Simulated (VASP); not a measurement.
# BN (Cmcm) in VASP: notebook, part 2 of 3

VASP 6.6.1.

## Step 3: Single point, LDA (normal strain along x +0.0733, normal strain along z +0.0000)

File INCAR:

```
SYSTEM = BN
ALGO = Normal
EDIFF = 1E-6
ENCUT = 520
ISIF = 2
ISMEAR = 0
LASPH = .TRUE.
LCHARG = .FALSE.
LREAL = .FALSE.
LWAVE = .FALSE.
NBANDS = 16
NELM = 60
PREC = Accurate
SIGMA = 0.05
```

File KPOINTS:

```
k-points
0
G
  12 12 4
  0 0 0
```

File POSCAR:

```
BN
1.0
    2.6707478959      0.0000000000      0.0000000000
   -1.3353739480      2.1549757989      0.0000000000
    0.0000000000      0.0000000000      6.4952714932
B N
2 2
Direct
    0.3469819064      0.6939638128      0.2500000000
    0.6530180936      0.3060361872      0.7500000000
    0.3161778284      0.6323556567      0.7500000000
    0.6838221716      0.3676443433      0.2500000000
```

Potentials or basis: VASP PAW LDA potentials, release 64 (B, N).

The run is started by

```sh
$ cat potpaw_LDA.64/B/POTCAR potpaw_LDA.64/N/POTCAR > POTCAR
$ mpirun -np 1 vasp_std > vasp.out
```

OUTCAR:

```text
SYSTEM = BN
   EDIFF = 1E-6
   ENCUT = 520
   ISIF = 2
   ISMEAR = 0
   LASPH = .TRUE.
   LREAL = .FALSE.
   NELM = 60
   PREC = Accurate

 ion  position               nearest neighbor table
   1  0.347  0.694  0.250-   4 1.45   4 1.51   4 1.51
   2  0.653  0.306  0.750-   3 1.45   3 1.51   3 1.51
   3  0.316  0.632  0.750-   2 1.45   2 1.51   2 1.51
   4  0.684  0.368  0.250-   1 1.45   1 1.51   1 1.51

  Warning from LATTYP: Monoclinic adjustment (A1->A3, A2->A1, A3->A2)!
  LATTYP: Found a base centered orthorhombic cell.
 ALAT       =     2.6707478959
 B/A-ratio  =     1.6137620494
 C/A-ratio  =     2.4320047217

  Lattice vectors:

 A1 = (   1.3353739480,  -2.1549757989,   0.0000000000)
 A2 = (   1.3353739479,   2.1549757989,   0.0000000000)
 A3 = (   0.0000000000,   0.0000000000,   6.4952714932)

Analysis of symmetry for initial positions (statically):
=====================================================================
 Subroutine PRICEL returns:
 Original cell was already a primitive cell.

 Routine SETGRP: Setting up the symmetry group for a
 base centered orthorhombic supercell.

 Subroutine GETGRP returns: Found  8 space group operations
 (whereof  4 operations were pure point group operations)
 out of a pool of  8 trial point group operations.

The static configuration has the point symmetry C_2h.
 The point group associated with its full space group is D_2h.

Analysis of symmetry for dynamics (positions and initial velocities):
=====================================================================
 Subroutine PRICEL returns:
 Original cell was already a primitive cell.

 Routine SETGRP: Setting up the symmetry group for a
 base centered orthorhombic supercell.

 Subroutine GETGRP returns: Found  8 space group operations
 (whereof  4 operations were pure point group operations)
 out of a pool of  8 trial point group operations.

The dynamic configuration has the point symmetry C_2h.
 The point group associated with its full space group is D_2h.

 Subroutine INISYM returns: Found  8 space group operations
 (whereof  4 operations are pure point group operations),
 and found     1 'primitive' translations

----------------------------------------------------------------------------------------

                                     Primitive cell

  volume of cell :      37.3829

  direct lattice vectors                    reciprocal lattice vectors
     2.670747896  0.000000000  0.000000000     0.374426954  0.232021167  0.000000000
    -1.335373948  2.154975799  0.000000000     0.000000000  0.464042334  0.000000000
     0.000000000  0.000000000  6.495271493     0.000000000  0.000000000  0.153958153

  length of vectors
     2.670747896  2.535181310  6.495271493     0.440487646  0.464042334  0.153958153

  position of ions in fractional coordinates (direct lattice)
     0.346981906  0.693963813  0.250000000
     0.653018094  0.306036187  0.750000000
     0.316177828  0.632355657  0.750000000
     0.683822172  0.367644343  0.250000000

  ion indices of the primitive-cell ions
   primitive index   ion index
                 1           1
                 2           2
                 3           3
                 4           4

[... 30 lines left out ...]
  0.166667  0.000000  0.000000      4.000000
  0.250000  0.000000  0.000000      4.000000
  0.333333  0.000000  0.000000      4.000000
  0.416667 -0.000000  0.000000      4.000000
[... 16 lines left out ...]
  0.333333  0.166667  0.000000      4.000000
  0.416667  0.166667  0.000000      4.000000
 [... further k-points ...]
   k-points           NKPTS =    129   k-points in BZ     NKDIM =    129   number of bands    NBANDS=     16
   number of dos      NEDOS =    301   number of ions     NIONS =      4
   total plane-waves  NPLWV =  19200
   dimension x,y,z NGX =    20 NGY =   20 NGZ =   48
   dimension x,y,z NGXF=    40 NGYF=   40 NGZF=   96
   ions per type =               2   2
   NGX,Y,Z   is equivalent  to a cutoff of  12.45, 13.12, 12.29 a.u.
   NGXF,Y,Z  is equivalent  to a cutoff of  24.90, 26.23, 24.57 a.u.
 SYSTEM =  BN
   PREC   = accura    normal or accurate (medium, high low for compatibility)
   ISTART =      0    job   : 0-new  1-cont  2-samecut
   ICHARG =      2    charge: 1-file 2-atom 10-const
   ISPIN  =      1    spin polarized calculation?
   LNONCOLLINEAR =      F non collinear calculations
   LSORBIT =      F    spin-orbit coupling
   LASPH  =      T    aspherical Exc in radial PAW
   ENCUT  =  520.0 eV  38.22 Ry    6.18 a.u.   4.97  4.71 12.08*2*pi/ulx,y,z
   NELM   =     60;   NELMIN=  2; NELMDL= -5     # of ELM steps
   EDIFF  = 0.1E-05   stopping-criterion for ELM
   LREAL  =      F    real-space projection
   EDIFFG = 0.1E-04   stopping-criterion for IOM
   NSW    =      0    number of steps for IOM
   IBRION =     -1    ionic relax: 0-MD 1-quasi-New 2-CG
   NFREE  =      0    steps in history (QN), initial steepest desc. (CG)
   ISIF   =      2    stress and relaxation
   ISYM   =      2    0-nonsym 1-usesym 2-fastsym
   POTIM  = 0.5000    time-step for ionic-motion
   TEBEG  =    0.0;   TEEND  =   0.0 temperature during run
   PSTRESS=    0.0 pullay stress
   NELECT =      16.0000    total number of electrons
   NUPDOWN=      -1.0000    fix difference up-down
   EMIN   =  10.00;   EMAX   =-10.00  energy-range for DOS
   EFERMI =   0.00;   METHOD = LEGACY
   ISMEAR =     0;   SIGMA  =   0.05  broadening in eV -4-tet -1-fermi 0-gaus
   EFERMI_NEDOS =   21; number of points for ismear=-14 and -15
   IALGO  =     38    algorithm
   IMIX   =      4    mixing-type and parameters
     AMIX     =   0.40;   BMIX     =  1.00
     AMIX_MAG =   1.60;   BMIX_MAG =  1.00
  volume/ion in A,a.u.               =       9.35        63.07
  Fermi-wavevector in a.u.,A,eV,Ry     =   1.233741  2.331432 20.709653  1.522117
  Thomas-Fermi vector in A             =   2.368459
   LORBIT       =      0    0 simple, 1 ext, 2 COOP (PROOUT), +10 PAW based schemes
   GGA     = CA    functional components
   LHFCALC =     F    Hartree Fock is set to
   AEXX    =    0.0000 exact exchange contribution
   IVDW    =     0    specifies the selected vdW correction
   LEPSILON=     F    determine dielectric tensor
   LRPA    =     F    only Hartree local field effects (RPA)
 non-spin polarized calculation
 Gauss-broadening in eV      SIGMA  =   0.05
  energy-cutoff  :      520.00
  volume of cell :       37.38
 maximum number of plane-waves:      1021
   NGX =  9   NGY =  9   NGZ = 25

 number of electron      16.0000000 magnetization

 Free energy of the ion-electron system (eV)
  ---------------------------------------------------
  ext. energy  EPLUGINS =         0.00000000
  ---------------------------------------------------
  free energy    TOTEN  =       -38.12713542 eV

  energy without entropy =      -38.12713542  energy(sigma->0) =      -38.12713542

 E-fermi :   2.4098     XC(G=0): -10.4739

 val. band max:        2.1582825917   @ k =   0.1667   0.4167   0.0000
 cond. band min:       5.8427686615   @ k =   0.5000   0.0000   0.0000
 fundamental gap:      3.6844860698
 Fermi energy:         2.4098482636

 k-point     1 :       0.0000    0.0000    0.0000
  band No.  band energies     occupation
      1     -15.1598      2.00000
      2     -14.7796      2.00000
      3      -4.0587      2.00000
      4      -1.5419      2.00000
      5       0.2952      2.00000
      6       0.3579      2.00000
[... 433 lines left out ...]
      3      -6.3279      2.00000
      4      -6.2325      2.00000
      5      -3.0760      2.00000
      6      -2.9685      2.00000
[... 8 lines left out ...]
     15      15.9043      0.00000
     16      18.9506      0.00000

 [... further k-points ...]

------------------------ aborting loop because EDIFF is reached ----------------------------------------

  FORCE on cell =-STRESS in cart. coord.  units (eV):
  Direction    XX          YY          ZZ          XY          YZ          ZX
  --------------------------------------------------------------------------------------
  -------------------------------------------------------------------------------------
  Total      -12.6667049     -2.6960580     -0.1019295      0.0000000      0.0000000      0.0000000
  in kB     -542.8772388   -115.5492737     -4.3685537      0.0000000      0.0000000      0.0000000
  external PRESSURE =    -220.9316887 kB  Pullay stress =       0.0000000 kB

 VOLUME and BASIS-vectors are now :
 -----------------------------------------------------------------------------
  energy-cutoff  :      520.00
  volume of cell :       37.38
      direct lattice vectors                 reciprocal lattice vectors
     2.670747896  0.000000000  0.000000000     0.374426954  0.232021167  0.000000000
    -1.335373948  2.154975799  0.000000000     0.000000000  0.464042334  0.000000000
     0.000000000  0.000000000  6.495271493     0.000000000  0.000000000  0.153958153

 POSITION                                       TOTAL-FORCE (eV/Angst)
 -----------------------------------------------------------------------------------
     -0.00000      1.49548      1.62382         0.000000     -0.010627     -0.000000
      1.33537      0.65950      4.87145        -0.000000      0.010627      0.000000
      0.00000      1.36271      4.87145         0.000000     -0.010688      0.000000
      1.33537      0.79226      1.62382        -0.000000      0.010688     -0.000000
 -----------------------------------------------------------------------------------
    total drift:                                0.000000     -0.000000      0.000000

  FREE ENERGIE OF THE ION-ELECTRON SYSTEM (eV)
  ---------------------------------------------------
  free  energy   TOTEN  =       -38.1271354194 eV

  energy  without entropy=      -38.1271354194  energy(sigma->0) =      -38.12713542
```

OSZICAR:

```text
N       E                     dE             d eps       ncg     rms          rms(c)
DAV:   1     0.431296787368E+02    0.43130E+02   -0.78566E+03  4128   0.917E+02
DAV:   2    -0.384478511976E+02   -0.81578E+02   -0.74033E+02  5752   0.204E+02
DAV:   3    -0.414749125442E+02   -0.30271E+01   -0.30158E+01  5296   0.390E+01
DAV:   4    -0.414915905728E+02   -0.16678E-01   -0.16674E-01  5216   0.329E+00
DAV:   5    -0.414917413475E+02   -0.15077E-03   -0.15077E-03  5256   0.297E-01    0.103E+01
DAV:   6    -0.384809940176E+02    0.30107E+01   -0.53736E+00  5064   0.174E+01    0.440E+00
DAV:   7    -0.382327976480E+02    0.24820E+00   -0.35956E-01  5616   0.420E+00    0.283E+00
DAV:   8    -0.381331991364E+02    0.99599E-01   -0.25370E-01  5504   0.331E+00    0.489E-01
DAV:   9    -0.381271464305E+02    0.60527E-02   -0.16425E-02  4784   0.990E-01    0.170E-01
DAV:  10    -0.381271203655E+02    0.26065E-04   -0.79400E-04  5560   0.207E-01    0.312E-02
DAV:  11    -0.381271334424E+02   -0.13077E-04   -0.31860E-05  4944   0.446E-02    0.176E-02
DAV:  12    -0.381271355334E+02   -0.20910E-05   -0.56800E-06  4960   0.178E-02    0.298E-03
DAV:  13    -0.381271354194E+02    0.11401E-06   -0.49093E-07  2848   0.569E-03
   1 F= -.38127135E+02 E0= -.38127135E+02  d E =-.996124E-15
```

stdout:

```text
POSCAR found type information on POSCAR B N
 POSCAR found :  2 types and       4 ions
 scaLAPACK will be used
 LDA part: xc-table for (Slater(with rela. corr.)+CA(PZ))
 , standard interpolation
 POSCAR, INCAR and KPOINTS ok, starting setup
 FFT: planning ... GRIDC
 FFT: planning ... GRID_SOFT
 FFT: planning ... GRID
 WAVECAR not read
 entering main loop
```

Run time: 32 s. Hardware: 1 thread of Intel Xeon 6975P-C (Granite Rapids), shared host; peak memory 0.17 GiB.

What came out:

- Free energy: -38.1271 eV
- Pressure: -22.1 GPa
- Largest force: 0.011 eV/Å
- Band gap on the k mesh: 3.68 eV (least direct gap 3.91 eV)

Forces in eV/Å, atoms in the order of the input:
```
B    0.000 -0.011  0.000
B    0.000  0.011  0.000
N    0.000 -0.011  0.000
N    0.000  0.011  0.000
```

Caveat: the cell differs from its parent crystal (normal strain along x +0.0733, normal strain along z +0.0000); the cell stands under tension.

## Step 4: Single point, LDA (normal strain along x +0.0733, normal strain along z +0.0367)

File INCAR:

```
PREC = Accurate
ENCUT = 520
EDIFF = 1E-7
ISMEAR = 0
SIGMA = 0.05
LREAL = F
LASPH = T
NELM = 80
ALGO = Normal
ISIF = 2
LWAVE = F
LCHARG = F
NBANDS = 16
```

File KPOINTS:

```
regular mesh
0
Gamma
  12 12 4
```

File POSCAR:

```
BN
1.0
    2.6707478959      0.0000000000      0.0000000000
   -1.3353739480      2.1549757989      0.0000000000
    0.0000000000      0.0000000000      6.7336479570
B N
2 2
Direct
    0.3468325822      0.6936651644      0.2500000000
    0.6531674178      0.3063348356      0.7500000000
    0.3163355540      0.6326711081      0.7500000000
    0.6836644460      0.3673288919      0.2500000000
```

Potentials or basis: VASP PAW LDA potentials, release 64 (B, N).

The run is started by

```sh
$ cat potpaw_LDA.64/B/POTCAR potpaw_LDA.64/N/POTCAR > POTCAR
$ mpirun -np 1 vasp_std > vasp.out
```

OUTCAR:

```text
PREC = Accurate
   ENCUT = 520
   EDIFF = 1E-7
   ISMEAR = 0
   LREAL = F
   LASPH = T
   NELM = 80
   ISIF = 2

 ion  position               nearest neighbor table
   1  0.347  0.694  0.250-   4 1.45   4 1.51   4 1.51
   2  0.653  0.306  0.750-   3 1.45   3 1.51   3 1.51
   3  0.316  0.633  0.750-   2 1.45   2 1.51   2 1.51
   4  0.684  0.367  0.250-   1 1.45   1 1.51   1 1.51

  Warning from LATTYP: Monoclinic adjustment (A1->A3, A2->A1, A3->A2)!
  LATTYP: Found a base centered orthorhombic cell.
 ALAT       =     2.6707478959
 B/A-ratio  =     1.6137620494
 C/A-ratio  =     2.5212592949

  Lattice vectors:

 A1 = (   1.3353739480,  -2.1549757989,   0.0000000000)
 A2 = (   1.3353739479,   2.1549757989,   0.0000000000)
 A3 = (   0.0000000000,   0.0000000000,   6.7336479570)

Analysis of symmetry for initial positions (statically):
=====================================================================
 Subroutine PRICEL returns:
 Original cell was already a primitive cell.

 Routine SETGRP: Setting up the symmetry group for a
[... 176 lines left out ...]
 val. band max:        1.8130070478   @ k =   0.1667   0.4167   0.0000
 cond. band min:       5.5806197755   @ k =   0.5000  -0.0000   0.0000
 fundamental gap:      3.7676127278
 Fermi energy:         2.0297075921

 k-point     1 :       0.0000    0.0000    0.0000
  band No.  band energies     occupation
      1     -15.4068      2.00000
      2     -15.1155      2.00000
      3      -4.1850      2.00000
      4      -2.0528      2.00000
      5       0.0092      2.00000
      6       0.0533      2.00000
[... 433 lines left out ...]
      3      -6.6093      2.00000
      4      -6.5360      2.00000
      5      -3.3549      2.00000
      6      -3.2770      2.00000
[... 8 lines left out ...]
     15      15.4827      0.00000
     16      18.5141      0.00000

 [... further k-points ...]

------------------------ aborting loop because EDIFF is reached ----------------------------------------

  FORCE on cell =-STRESS in cart. coord.  units (eV):
  Direction    XX          YY          ZZ          XY          YZ          ZX
  --------------------------------------------------------------------------------------
  -------------------------------------------------------------------------------------
  Total      -12.7074397     -2.7124576     -0.2662037      0.0000000     -0.0000000      0.0000000
  in kB     -525.3429895   -112.1367181    -11.0052250      0.0000000     -0.0000000      0.0000000
  external PRESSURE =    -216.1616442 kB  Pullay stress =       0.0000000 kB

 VOLUME and BASIS-vectors are now :
 -----------------------------------------------------------------------------
  energy-cutoff  :      520.00
  volume of cell :       38.75
      direct lattice vectors                 reciprocal lattice vectors
     2.670747896  0.000000000  0.000000000     0.374426954  0.232021167  0.000000000
    -1.335373948  2.154975799  0.000000000     0.000000000  0.464042334  0.000000000
     0.000000000  0.000000000  6.733647957     0.000000000  0.000000000  0.148507912

 POSITION                                       TOTAL-FORCE (eV/Angst)
 -----------------------------------------------------------------------------------
     -0.00000      1.49483      1.68341         0.000000     -0.010540      0.000000
      1.33537      0.66014      5.05024        -0.000000      0.010540     -0.000000
     -0.00000      1.36339      5.05024         0.000000     -0.010583      0.000000
      1.33537      0.79158      1.68341        -0.000000      0.010583      0.000000
 -----------------------------------------------------------------------------------
    total drift:                                0.000000      0.000000      0.000000

  FREE ENERGIE OF THE ION-ELECTRON SYSTEM (eV)
  ---------------------------------------------------
  free  energy   TOTEN  =       -38.1215729302 eV

  energy  without entropy=      -38.1215729302  energy(sigma->0) =      -38.12157293
```

OSZICAR:

```text
N       E                     dE             d eps       ncg     rms          rms(c)
DAV:   1     0.437670174411E+02    0.43767E+02   -0.78043E+03  4128   0.912E+02
DAV:   2    -0.383615345562E+02   -0.82129E+02   -0.74323E+02  5728   0.203E+02
DAV:   3    -0.415089358270E+02   -0.31474E+01   -0.31342E+01  5304   0.396E+01
DAV:   4    -0.415277420907E+02   -0.18806E-01   -0.18802E-01  5312   0.346E+00
DAV:   5    -0.415279271914E+02   -0.18510E-03   -0.18509E-03  5280   0.325E-01    0.104E+01
DAV:   6    -0.384862955189E+02    0.30416E+01   -0.55221E+00  5024   0.174E+01    0.442E+00
DAV:   7    -0.382310482254E+02    0.25525E+00   -0.35205E-01  5640   0.417E+00    0.283E+00
DAV:   8    -0.381275785959E+02    0.10347E+00   -0.26423E-01  5496   0.336E+00    0.492E-01
DAV:   9    -0.381215629614E+02    0.60156E-02   -0.16880E-02  4712   0.993E-01    0.172E-01
DAV:  10    -0.381215534927E+02    0.94687E-05   -0.81706E-04  5576   0.210E-01    0.323E-02
DAV:  11    -0.381215702537E+02   -0.16761E-04   -0.32407E-05  4920   0.448E-02    0.186E-02
DAV:  12    -0.381215730365E+02   -0.27828E-05   -0.66443E-06  4952   0.189E-02    0.314E-03
DAV:  13    -0.381215729237E+02    0.11277E-06   -0.57727E-07  5560   0.594E-03    0.110E-03
DAV:  14    -0.381215729302E+02   -0.64638E-08   -0.45202E-08  2824   0.162E-03
   1 F= -.38121573E+02 E0= -.38121573E+02  d E =-.109305E-11
```

stdout:

```text
POSCAR found type information on POSCAR B N
 POSCAR found :  2 types and       4 ions
 scaLAPACK will be used
 LDA part: xc-table for (Slater(with rela. corr.)+CA(PZ))
 , standard interpolation
 POSCAR, INCAR and KPOINTS ok, starting setup
 FFT: planning ... GRIDC
 FFT: planning ... GRID_SOFT
 FFT: planning ... GRID
 WAVECAR not read
 entering main loop
```

It took 35 s on 1 thread of Intel Xeon 6975P-C (Granite Rapids), shared host; peak memory 0.18 GiB.

Results:

* Free energy: -38.1216 eV
* Pressure: -21.6 GPa
* Largest force: 0.011 eV/Å
* Band gap on the k mesh: 3.77 eV (least direct gap 4.06 eV)

Forces on the atoms (eV/Å):
```
B    0.000 -0.011  0.000
B    0.000  0.011  0.000
N    0.000 -0.011  0.000
N    0.000  0.011  0.000
```

Caveat: the cell differs from its parent crystal (normal strain along x +0.0733, normal strain along z +0.0367); the cell stands under tension.

(Continued in part 3 of 3.)
